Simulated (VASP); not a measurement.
# TaN (P2_1) in VASP: single point with PBE

Aim: the single point of TaN with PBE.

Everything below comes from runs of VASP 6.6.1. Logs are shortened: lines on timing, memory, paths and dates and some standing lists are left out, and cuts for length are marked.

## 1. The cell of the first run

It takes space group P2_1 (No. 4, monoclinic). Conventional cell: a = 2.898 Å, b = 5.110 Å, c = 2.950 Å, α = 90.00°, β = 90.00°, γ = 90.00°. Ta (site symmetry 1) has 6 N at 2.15 to 2.34 Å and 8 Ta at 2.86 to 3.07 Å within 3.1 Å. N (site symmetry 1) has 6 Ta at 2.15 to 2.34 Å and 8 N at 2.90 to 2.99 Å within 3.0 Å.

## 2. Single point, PBE (atoms displaced along a vibrational mode)

Contents of INCAR:

```
SYSTEM = TaN
PREC = Accurate
ENCUT = 520
EDIFF = 1E-6
ISMEAR = 0
SIGMA = 0.15
LREAL = .False.
LASPH = .True.
NELM = 80
ALGO = Fast
ISIF = 2
LWAVE = .False.
LCHARG = .False.
GGA = PE
NBANDS = 24
```

Contents of KPOINTS:

```
Automatic mesh
0
Gamma
  20 20 12
  0 0 0
```

Contents of POSCAR:

```
TaN
1.0
    0.0000000000      0.0000000000      2.8977716017
    2.9501846798      0.0000000000      0.0000000000
    0.0000000000      5.1098697572      0.0000000000
Ta N
2 2
Direct
    0.5366026146      0.0359523314      0.3333333333
    0.4633973854      0.4640476686      0.8333333333
    0.0133020537      0.5139639759      0.5000000000
   -0.0133020537     -0.0139639759      0.0000000000
```

Potentials or basis: VASP PAW PBE potentials, release 64 (Ta_pv, N).

On the command line:

```bash
$ cat potpaw_PBE.64/Ta_pv/POTCAR potpaw_PBE.64/N/POTCAR > POTCAR
$ mpirun -np 1 vasp_std > vasp.out
```

OUTCAR:

```text
SYSTEM = TaN
   PREC = Accurate
   ENCUT = 520
   EDIFF = 1E-6
   ISMEAR = 0
   LREAL = .False.
   LASPH = .True.
   NELM = 80
   ISIF = 2
   GGA = PE

 ion  position               nearest neighbor table
   1  0.537  0.036  0.333-   3 2.15   4 2.15   3 2.24   3 2.24   3 2.32   4 2.34   2 2.86   2 2.86
                             2 3.07   2 3.07
   2  0.463  0.464  0.833-   4 2.15   3 2.15   4 2.24   4 2.24   4 2.32   3 2.34   1 2.86   1 2.86
                             1 3.07   1 3.07
   3  0.013  0.514  0.500-   1 2.15   2 2.15   1 2.24   1 2.24   1 2.32   2 2.34
   4  0.987  0.986  0.000-   2 2.15   1 2.15   2 2.24   2 2.24   2 2.32   1 2.34

  LATTYP: Found a simple orthorhombic cell.
 ALAT       =     2.8977716017
 B/A-ratio  =     1.0180873738
 C/A-ratio  =     1.7633790580

  Lattice vectors:

 A1 = (   0.0000000000,   0.0000000000,   2.8977716017)
 A2 = (   2.9501846798,   0.0000000000,   0.0000000000)
 A3 = (   0.0000000000,   5.1098697572,   0.0000000000)

Analysis of symmetry for initial positions (statically):
=====================================================================
 Subroutine PRICEL returns:
 Original cell was already a primitive cell.

 Routine SETGRP: Setting up the symmetry group for a
 simple orthorhombic supercell.

 Subroutine GETGRP returns: Found  2 space group operations
 (whereof  1 operations were pure point group operations)
 out of a pool of  8 trial point group operations.

The static configuration has the point symmetry C_1 .
 The point group associated with its full space group is C_2 .

Analysis of symmetry for dynamics (positions and initial velocities):
=====================================================================
 Subroutine PRICEL returns:
 Original cell was already a primitive cell.

 Routine SETGRP: Setting up the symmetry group for a
 simple orthorhombic supercell.

 Subroutine GETGRP returns: Found  2 space group operations
 (whereof  1 operations were pure point group operations)
 out of a pool of  8 trial point group operations.

The dynamic configuration has the point symmetry C_1 .
 The point group associated with its full space group is C_2 .

 Subroutine INISYM returns: Found  2 space group operations
 (whereof  1 operations are pure point group operations),
 and found     1 'primitive' translations

----------------------------------------------------------------------------------------

                                     Primitive cell

  volume of cell :      43.6841

  direct lattice vectors                    reciprocal lattice vectors
     0.000000000  0.000000000  2.897771602     0.000000000  0.000000000  0.345092760
     2.950184680  0.000000000  0.000000000     0.338961831  0.000000000  0.000000000
     0.000000000  5.109869757  0.000000000     0.000000000  0.195699704  0.000000000

  length of vectors
     2.897771602  2.950184680  5.109869757     0.345092760  0.338961831  0.195699704

  position of ions in fractional coordinates (direct lattice)
     0.536602615  0.035952331  0.333333333
     0.463397385  0.464047669  0.833333333
     0.013302054  0.513963976  0.500000000
     0.986697946  0.986036024  0.000000000

  ion indices of the primitive-cell ions
   primitive index   ion index
                 1           1
                 2           2
                 3           3
                 4           4

----------------------------------------------------------------------------------------

 KPOINTS: Automatic mesh

Automatic generation of k-mesh.
 Grid dimensions read from file:
 generate k-points for:   20   20   12

 Generating k-lattice:

  Cartesian coordinates                     Fractional coordinates (reciprocal lattice)
     0.000000000  0.000000000  0.017254638     0.050000000  0.000000000  0.000000000
     0.016948092  0.000000000  0.000000000     0.000000000  0.050000000  0.000000000
     0.000000000  0.016308309  0.000000000     0.000000000  0.000000000  0.083333333

  Length of vectors
     0.017254638  0.016948092  0.016308309

  Shift w.r.t. Gamma in fractional coordinates (k-lattice)
     0.000000000  0.000000000  0.000000000

 Subroutine IBZKPT returns following result:
 ===========================================

 Found   1414 irreducible k-points:

 Following reciprocal coordinates:
            Coordinates               Weight
  0.000000  0.000000  0.000000      1.000000
  0.050000  0.000000  0.000000      2.000000
  0.100000  0.000000  0.000000      2.000000
  0.150000  0.000000  0.000000      2.000000
  0.200000  0.000000  0.000000      2.000000
  0.250000  0.000000  0.000000      2.000000
[... 16 lines left out ...]
  0.300000  0.050000  0.000000      2.000000
  0.300000 -0.050000  0.000000      2.000000
 [... further k-points ...]
   k-points           NKPTS =   1414   k-points in BZ     NKDIM =   1414   number of bands    NBANDS=     24
   number of dos      NEDOS =    301   number of ions     NIONS =      4
   total plane-waves  NPLWV =  23040
   dimension x,y,z NGX =    24 NGY =   24 NGZ =   40
   dimension x,y,z NGXF=    48 NGYF=   48 NGZF=   80
   ions per type =               2   2
   NGX,Y,Z   is equivalent  to a cutoff of  13.77, 13.52, 13.01 a.u.
   NGXF,Y,Z  is equivalent  to a cutoff of  27.54, 27.05, 26.03 a.u.
 SYSTEM =  TaN
   PREC   = accura    normal or accurate (medium, high low for compatibility)
   ISTART =      0    job   : 0-new  1-cont  2-samecut
   ICHARG =      2    charge: 1-file 2-atom 10-const
   ISPIN  =      1    spin polarized calculation?
   LNONCOLLINEAR =      F non collinear calculations
   LSORBIT =      F    spin-orbit coupling
   LASPH  =      T    aspherical Exc in radial PAW
   ENCUT  =  520.0 eV  38.22 Ry    6.18 a.u.   5.39  5.49  9.50*2*pi/ulx,y,z
   NELM   =     80;   NELMIN=  2; NELMDL= -5     # of ELM steps
   EDIFF  = 0.1E-05   stopping-criterion for ELM
   LREAL  =      F    real-space projection
   EDIFFG = 0.1E-04   stopping-criterion for IOM
   NSW    =      0    number of steps for IOM
   IBRION =     -1    ionic relax: 0-MD 1-quasi-New 2-CG
   NFREE  =      0    steps in history (QN), initial steepest desc. (CG)
   ISIF   =      2    stress and relaxation
   ISYM   =      2    0-nonsym 1-usesym 2-fastsym
   POTIM  = 0.5000    time-step for ionic-motion
   TEBEG  =    0.0;   TEEND  =   0.0 temperature during run
   PSTRESS=    0.0 pullay stress
   NELECT =      32.0000    total number of electrons
   NUPDOWN=      -1.0000    fix difference up-down
   EMIN   =  10.00;   EMAX   =-10.00  energy-range for DOS
   EFERMI =   0.00;   METHOD = LEGACY
   ISMEAR =     0;   SIGMA  =   0.15  broadening in eV -4-tet -1-fermi 0-gaus
   EFERMI_NEDOS =   21; number of points for ismear=-14 and -15
   IALGO  =     68    algorithm
   IMIX   =      4    mixing-type and parameters
     AMIX     =   0.40;   BMIX     =  1.00
     AMIX_MAG =   1.60;   BMIX_MAG =  1.00
  volume/ion in A,a.u.               =      10.92        73.70
  Fermi-wavevector in a.u.,A,eV,Ry     =   1.475765  2.788791 29.631873  2.177881
  Thomas-Fermi vector in A             =   2.590374
   LORBIT       =      0    0 simple, 1 ext, 2 COOP (PROOUT), +10 PAW based schemes
   GGA     = PE    functional components
   LHFCALC =     F    Hartree Fock is set to
   AEXX    =    0.0000 exact exchange contribution
   IVDW    =     0    specifies the selected vdW correction
   LEPSILON=     F    determine dielectric tensor
   LRPA    =     F    only Hartree local field effects (RPA)
 non-spin polarized calculation
 RMM-DIIS sequential band-by-band and
 Gauss-broadening in eV      SIGMA  =   0.15
  energy-cutoff  :      520.00
  volume of cell :       43.68
 maximum number of plane-waves:      1201
 NGX is ok and might be reduce to    24
   NGX = 11   NGY = 11   NGZ = 19

 number of electron      32.0000001 magnetization

 Free energy of the ion-electron system (eV)
  ---------------------------------------------------
  ext. energy  EPLUGINS =         0.00000000
  ---------------------------------------------------
  free energy    TOTEN  =       -44.44722023 eV

  energy without entropy =      -44.44594479  energy(sigma->0) =      -44.44658251

 E-fermi :   8.1433     XC(G=0): -13.2653

 val. band max:        8.1423385217   @ k =   0.4500   0.1000   0.0000
 cond. band min:       8.1563650128   @ k =   0.5000   0.0500   0.0000
 fundamental gap:      0.0140264911
 Fermi energy:         8.1433158600

 k-point     1 :       0.0000    0.0000    0.0000
  band No.  band energies     occupation
      1     -27.5039      2.00000
      2     -26.7548      2.00000
      3     -26.7038      2.00000
      4     -26.6273      2.00000
      5     -26.5009      2.00000
      6     -26.4809      2.00000
[... 16 lines left out ...]
     23      12.3655      0.00000
     24      13.1627      0.00000

 k-point     2 :       0.0500    0.0000    0.0000
  band No.  band energies     occupation
      1     -27.4999      2.00000
      2     -26.7781      2.00000
      3     -26.7015      2.00000
      4     -26.6467      2.00000
      5     -26.4991      2.00000
      6     -26.4792      2.00000
[... 16 lines left out ...]
     23      12.5514      0.00000
     24      13.2431      0.00000

 k-point     3 :       0.1000    0.0000    0.0000
  band No.  band energies     occupation
      1     -27.4884      2.00000
      2     -26.8450      2.00000
      3     -26.7050      2.00000
      4     -26.6930      2.00000
      5     -26.4939      2.00000
      6     -26.4743      2.00000
[... 16 lines left out ...]
     23      12.8371      0.00000
     24      13.4190      0.00000
[... 514 lines left out ...]
 k-point    23 :       0.3000    0.0500    0.0000
  band No.  band energies     occupation
      1     -27.3917      2.00000
      2     -27.3392      2.00000
      3     -27.1314      2.00000
      4     -26.6579      2.00000
      5     -26.4695      2.00000
      6     -26.4393      2.00000
[... 16 lines left out ...]
     23      13.3830      0.00000
     24      13.6819      0.00000

 k-point    24 :       0.3000   -0.0500    0.0000
  band No.  band energies     occupation
      1     -27.3915      2.00000
      2     -27.3387      2.00000
      3     -27.1312      2.00000
      4     -26.6575      2.00000
      5     -26.4704      2.00000
      6     -26.4398      2.00000
[... 16 lines left out ...]
     23      13.4171      0.00000
     24      13.7695      0.00000

 [... further k-points ...]

------------------------ aborting loop because EDIFF is reached ----------------------------------------

  FORCE on cell =-STRESS in cart. coord.  units (eV):
  Direction    XX          YY          ZZ          XY          YZ          ZX
  --------------------------------------------------------------------------------------
  -------------------------------------------------------------------------------------
  Total        0.4172325      2.2281085      0.9717417      0.0000000      0.0000000      0.0421920
  in kB       15.3026110     81.7191280     35.6400436      0.0000000      0.0000000      1.5474524
  external PRESSURE =      44.2205942 kB  Pullay stress =       0.0000000 kB

 VOLUME and BASIS-vectors are now :
 -----------------------------------------------------------------------------
  energy-cutoff  :      520.00
  volume of cell :       43.68
      direct lattice vectors                 reciprocal lattice vectors
     0.000000000  0.000000000  2.897771602     0.000000000  0.000000000  0.345092760
     2.950184680  0.000000000  0.000000000     0.338961831  0.000000000  0.000000000
     0.000000000  5.109869757  0.000000000     0.000000000  0.195699704  0.000000000

 POSITION                                       TOTAL-FORCE (eV/Angst)
 -----------------------------------------------------------------------------------
      0.10607      1.70329      1.55495        -2.046904      0.148254     -2.044418
      1.36903      4.25822      1.34282         2.046904      0.148254      2.044418
      1.51629      2.55493      0.03855         0.002017     -0.148254     -0.031801
      2.90899      0.00000      2.85923        -0.002017     -0.148254      0.031801
 -----------------------------------------------------------------------------------
    total drift:                               -0.000000      0.000166      0.000000

  FREE ENERGIE OF THE ION-ELECTRON SYSTEM (eV)
  ---------------------------------------------------
  free  energy   TOTEN  =       -44.4472202327 eV

  energy  without entropy=      -44.4459447939  energy(sigma->0) =      -44.44658251
```

Wall time 24 min (1 thread of AMD EPYC 9755, shared host); peak memory 1.1 GiB.

Results:

```yaml
Free_energy: -44.4472 eV
Pressure: 4.4 GPa
Largest_force: 2.897 eV/Å
Band_gap_on_the_k_mesh: zero (bands 16 and 17 overlap by 0.26 eV)
```

Forces on the atoms (eV/Å):
```
Ta  -2.047  0.148 -2.044
Ta   2.047  0.148  2.044
N    0.002 -0.148 -0.032
N   -0.002 -0.148  0.032
```

Caveat: the cell differs from its parent crystal (atoms displaced along a vibrational mode); the stress differs along the axes, from 2 to 8 GPa; spin-orbit coupling is left out, which moves the levels of the heavy elements; forces of over 1 eV/Å act on the atoms, so gaps and moduli don't describe the material at rest.
